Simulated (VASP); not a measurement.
# BeSe (F-43m) in VASP: a series of runs

The runs below take BeSe through G0W0 quasiparticle levels, with PBE, LDA.

Program: VASP 6.6.1. These are calculated values, not measurements. Logs are shortened: lines on timing, memory, paths and dates and some standing lists are left out, and cuts for length are marked.

### Step 1. The cell of the first run

Symmetry: F-43m, No. 216, cubic system. Conventional cell: a = 5.162 Å, b = 5.162 Å, c = 5.162 Å, α = 90.00°, β = 90.00°, γ = 90.00°. Within 3.0 Å of Be (site symmetry -43m) lie 4 Se at 2.24 Å. Se (site symmetry -43m) has 4 Be at 2.24 Å within 3.0 Å.

### Step 2. G0W0 quasiparticle levels, PBE

POSCAR

```
BeSe
1.0
    0.0000000000      2.5810353743      2.5810353743
    2.5810353743      0.0000000000      2.5810353743
    2.5810353743      2.5810353743      0.0000000000
Be Se
1 1
Direct
    0.0000000000      0.0000000000      0.0000000000
    0.2500000000      0.2500000000      0.2500000000
```

INCAR.step1

```
SYSTEM = BeSe
PREC     = Accurate       ! precision mode
ENCUT    = 500            ! plane-wave cutoff, eV
EDIFF    = 1E-8           ! SCF threshold, eV
ISMEAR   = 0              ! smearing method
SIGMA    = 0.01           ! smearing width, eV
LREAL    = .False.        ! projectors in reciprocal space
LASPH    = .True.         ! aspherical terms in the spheres
NELM     = 60             ! most SCF steps
ALGO     = Normal         ! electronic algorithm
LWAVE    = .True.         ! write WAVECAR
LCHARG   = .False.        ! write CHGCAR
GGA      = PE             ! functional
```

INCAR.step2

```
SYSTEM = BeSe
PREC     = Accurate       ! precision mode
ENCUT    = 500            ! plane-wave cutoff, eV
EDIFF    = 1E-8           ! SCF threshold, eV
ISMEAR   = 0              ! smearing method
SIGMA    = 0.01           ! smearing width, eV
LREAL    = .False.        ! projectors in reciprocal space
LASPH    = .True.         ! aspherical terms in the spheres
NELM     = 1              ! most SCF steps
ALGO     = Exact          ! electronic algorithm
LWAVE    = .True.         ! write WAVECAR
LCHARG   = .False.        ! write CHGCAR
GGA      = PE             ! functional
NBANDS   = 59             ! bands
LOPTICS  = .True.         ! frequency-dependent dielectric function
ISTART   = 1
```

INCAR.step3

```
SYSTEM = BeSe
PREC     = Accurate       ! precision mode
ENCUT    = 500            ! plane-wave cutoff, eV
EDIFF    = 1E-8           ! SCF threshold, eV
ISMEAR   = 0              ! smearing method
SIGMA    = 0.01           ! smearing width, eV
LREAL    = .False.        ! projectors in reciprocal space
LASPH    = .True.         ! aspherical terms in the spheres
ALGO     = EVGW0          ! electronic algorithm
LWAVE    = .False.        ! write WAVECAR
LCHARG   = .False.        ! write CHGCAR
GGA      = PE             ! functional
NELMGW   = 1            
NBANDS   = 59             ! bands
ENCUTGW  = 80.0           ! cutoff of the response function
NOMEGA   = 48             ! frequency points
PRECFOCK = Fast         
ISTART   = 1            
NBANDSGW = 12
```

KPOINTS

```
regular mesh
0
Gamma
  4 4 4
  0 0 0
```

Potentials or basis: VASP PAW PBE potentials, release 64 (Be_GW, Se_GW).

Started as:

```
cat potpaw_PBE.64/Be_GW/POTCAR potpaw_PBE.64/Se_GW/POTCAR > POTCAR
cp INCAR.step1 INCAR
mpirun -np 1 vasp_std > vasp.out
cp INCAR.step2 INCAR
mpirun -np 1 vasp_std > vasp.out
cp INCAR.step3 INCAR
mpirun -np 1 vasp_std > vasp.out
```

OUTCAR:

```text
SYSTEM = BeSe
   PREC = Accurate
   ENCUT = 500
   EDIFF = 1E-8
   ISMEAR = 0
   LREAL = .False.
   LASPH = .True.
   GGA = PE
   NELMGW = 1
   ENCUTGW = 80.0
   PRECFOCK = Fast
   ISTART = 1

 ion  position               nearest neighbor table
   1  0.000  0.000  0.000-   2 2.24   2 2.24   2 2.24   2 2.24
   2  0.250  0.250  0.250-   1 2.24   1 2.24   1 2.24   1 2.24

  LATTYP: Found a face centered cubic cell.
 ALAT       =     5.1620707486

  Lattice vectors:

 A1 = (   0.0000000000,   2.5810353743,   2.5810353743)
 A2 = (   2.5810353743,   0.0000000000,   2.5810353743)
 A3 = (   2.5810353743,   2.5810353743,   0.0000000000)

Analysis of symmetry for initial positions (statically):
=====================================================================
 Subroutine PRICEL returns:
 Original cell was already a primitive cell.

 Routine SETGRP: Setting up the symmetry group for a
 face centered cubic supercell.

 Subroutine GETGRP returns: Found 24 space group operations
 (whereof 24 operations were pure point group operations)
 out of a pool of 48 trial point group operations.

The static configuration has the point symmetry T_d .

Analysis of symmetry for dynamics (positions and initial velocities):
=====================================================================
 Subroutine PRICEL returns:
 Original cell was already a primitive cell.

 Routine SETGRP: Setting up the symmetry group for a
 face centered cubic supercell.

 Subroutine GETGRP returns: Found 24 space group operations
 (whereof 24 operations were pure point group operations)
 out of a pool of 48 trial point group operations.

The dynamic configuration has the point symmetry T_d .

 Subroutine INISYM returns: Found 24 space group operations
 (whereof 24 operations are pure point group operations),
 and found     1 'primitive' translations

[... 71 lines left out ...]
   ISPIN  =      1    spin polarized calculation?
   LNONCOLLINEAR =      F non collinear calculations
   LSORBIT =      F    spin-orbit coupling
   LASPH  =      T    aspherical Exc in radial PAW
   ENCUT  =  500.0 eV  36.75 Ry    6.06 a.u.   6.66  6.66  6.66*2*pi/ulx,y,z
   NELM   =     60;   NELMIN=  2; NELMDL=  0     # of ELM steps
   EDIFF  = 0.1E-07   stopping-criterion for ELM
   LREAL  =      F    real-space projection
   EDIFFG = 0.1E-06   stopping-criterion for IOM
   NSW    =      0    number of steps for IOM
   IBRION =     -1    ionic relax: 0-MD 1-quasi-New 2-CG
   NFREE  =      0    steps in history (QN), initial steepest desc. (CG)
   ISIF   =      0    stress and relaxation
   ISYM   =      3    0-nonsym 1-usesym 2-fastsym
   POTIM  = 0.5000    time-step for ionic-motion
   TEBEG  =    0.0;   TEEND  =   0.0 temperature during run
   PSTRESS=    0.0 pullay stress
   NELECT =       8.0000    total number of electrons
   NUPDOWN=      -1.0000    fix difference up-down
   EMIN   =  10.00;   EMAX   =-10.00  energy-range for DOS
   EFERMI =   0.00;   METHOD = LEGACY
   ISMEAR =     0;   SIGMA  =   0.01  broadening in eV -4-tet -1-fermi 0-gaus
   EFERMI_NEDOS =   21; number of points for ismear=-14 and -15
   IALGO  =     38    algorithm
   IMIX   =      4    mixing-type and parameters
     AMIX     =   0.40;   BMIX     =  1.00
     AMIX_MAG =   1.60;   BMIX_MAG =  1.00
  volume/ion in A,a.u.               =      17.19       116.03
  Fermi-wavevector in a.u.,A,eV,Ry     =   1.006856  1.902683 13.793040  1.013760
  Thomas-Fermi vector in A             =   2.139625
   LORBIT       =      0    0 simple, 1 ext, 2 COOP (PROOUT), +10 PAW based schemes
   GGA     = PE    functional components
   LHFCALC =     T    Hartree Fock is set to
   PRECFOCK=fast      Normal, Fast or Accurate (Low or Medium for compatibility)
   ENCUT4O =  -1.0   cutoff for four orbital integrals eV
   NKREDX  =     1    reduce k-point grid by
   NKREDY  =     1    reduce k-point grid by
   NKREDZ  =     1    reduce k-point grid by
   AEXX    =    1.0000 exact exchange contribution
   HFSCREEN=    0.0000 screening length (either q_TF or 0.3 A-1)
   HFSCREENC=   0.0000 screening length for correlation (either q_TF or 0.3 A-1)
   ENCUTFOCK=  -1.0 apply spherical cutoff to Coloumb kernel
   IVDW    =     0    specifies the selected vdW correction
   LEPSILON=     F    determine dielectric tensor
   LRPA    =     F    only Hartree local field effects (RPA)
   LRPAFORCE           =     F    calculate RPA forces
   ENCUTGW             =  80.0    cutoff for response function in eV
   ENCUTGWSOFT         =  64.0    soft cutoff for Coulomb kernel in GW response function in eV
   ENCUTLF             =  -1.0    cutoff for local field effects
   NELMGW              =     1    number of iterations in solving QP/BSE equation
   NELMHF              =     1    number of iterations in the inner HF iteration
   NKREDLFX            =     1    NKREDLFY  =   1   NKREDLFZ  =   1
 non-spin polarized calculation
 Gauss-broadening in eV      SIGMA  =   0.01
  energy-cutoff  :      500.00
  volume of cell :       34.39
 maximum number of plane-waves:       893
 NGX is ok and might be reduce to    28
  NGX = 16; NGY = 16; NGZ = 16
   NGX = 13   NGY = 13   NGZ = 13
 maximum number of plane-waves:        64
 NGX is ok and might be reduce to    14

 QP shifts <psi_nk| G(iteration)W_0 |psi_nk>: iteration 1
 for sc-GW calculations column KS-energies equals QP-energies in previous step
 and V_xc(KS)=  KS-energies - (<T + V_ion + V_H > + <T+V_H+V_ion>^1  + <V_x>^1)

 k-point   1 :       0.0000    0.0000    0.0000
  band No.  KS-energies  QP-energies   sigma(KS)   V_xc(KS)     V^pw_x(r,r')   Z            occupation Imag(sigma)

      1     -10.7853     -11.5848     -13.2765     -12.1896     -20.0696       0.7355       2.0000       1.3941
      2       2.9490       2.3516     -13.2613     -12.5092     -15.0635       0.7943       2.0000       0.0706
      3       2.9490       2.3516     -13.2613     -12.5092     -15.0635       0.7943       2.0000       0.0706
      4       2.9490       2.3516     -13.2613     -12.5092     -15.0635       0.7943       2.0000       0.0706
      5       7.2116       7.8776      -9.1447      -9.9842      -5.0324       0.7933       0.0000      -0.0930
      6       7.9437       8.5648      -9.0166      -9.8061      -4.8453       0.7867       0.0000      -0.0936
      7       7.9437       8.5648      -9.0166      -9.8061      -4.8453       0.7867       0.0000      -0.0936
      8       7.9437       8.5648      -9.0166      -9.8061      -4.8453       0.7867       0.0000      -0.0936
      9      14.9022      15.0278      -8.1033      -8.2700      -2.3691       0.7534       0.0000      -0.3387
     10      15.4258      15.9668      -9.2892      -9.9903      -4.2431       0.7717       0.0000      -0.2533
     11      15.4258      15.9668      -9.2892      -9.9903      -4.2431       0.7717       0.0000      -0.2533
     12      17.4599      17.6349      -7.8455      -8.0719      -2.1315       0.7728       0.0000      -0.4397
[... 100 lines left out ...]
      1      -8.9773      -9.4521     -13.7593     -13.1067     -20.1197       0.7277       2.0000       1.0368
      2      -1.4292      -2.4029     -12.3759     -11.0715     -15.4160       0.7465       2.0000       0.1384
      3      -0.8104      -1.7151     -12.0700     -10.8806     -14.6962       0.7606       2.0000       0.1133
      4      -0.3054      -1.1536     -11.9384     -10.8361     -14.3099       0.7695       2.0000       0.0990
      5       9.0761       9.4644      -9.0663      -9.5569      -4.9986       0.7916       0.0000      -0.1023
      6      10.0153      10.6777      -8.8233      -9.6872      -3.9035       0.7668       0.0000      -0.1383
      7      10.3086      10.7643      -8.5676      -9.1501      -4.0395       0.7823       0.0000      -0.1194
      8      10.8922      11.5842      -9.9322     -10.8396      -5.1704       0.7626       0.0000      -0.1489
      9      16.2086      16.8421      -9.9070     -10.7628      -3.9460       0.7402       0.0000      -0.4712
     10      16.4465      17.1734      -9.4445     -10.4125      -3.5936       0.7510       0.0000      -0.4167
     11      18.9130      19.5627      -9.2610     -10.1144      -3.2875       0.7613       0.0000      -0.5845
     12      19.7843      20.2414      -9.0450      -9.6250      -3.0492       0.7881       0.0000      -0.8131
```

OUTCAR.step1:

```text
SYSTEM = BeSe
   PREC = Accurate
   ENCUT = 500
   EDIFF = 1E-8
   ISMEAR = 0
   LREAL = .False.
   LASPH = .True.
[... 290 lines left out ...]
      0.00000      0.00000      0.00000         0.000000      0.000000      0.000000
      1.29052      1.29052      1.29052        -0.000000     -0.000000     -0.000000
 -----------------------------------------------------------------------------------
    total drift:                                0.000000      0.000000      0.000000

  FREE ENERGIE OF THE ION-ELECTRON SYSTEM (eV)
  ---------------------------------------------------
  free  energy   TOTEN  =        -8.7431417361 eV

  energy  without entropy=       -8.7431417361  energy(sigma->0) =       -8.74314174
```

Wall time 72 s (1 thread of Intel Xeon 8259CL, shared host); peak memory 0.31 GiB.

Results:

```yaml
Quasiparticle_gap: 3.51 eV
Least_direct_quasiparticle_gap: 5.53 eV
Band_gap_of_the_starting_levels_on_the_mesh: 2.63 eV
Least_direct_gap_of_the_starting_levels_on_the_mesh: 4.26 eV
```

Caveat: the k points lie up to 0.53 Å⁻¹ apart; bands, screening cutoff and mesh are small and nothing is extrapolated, so the quasiparticle values aren't converged.

(Continued in part 2 of 2.)
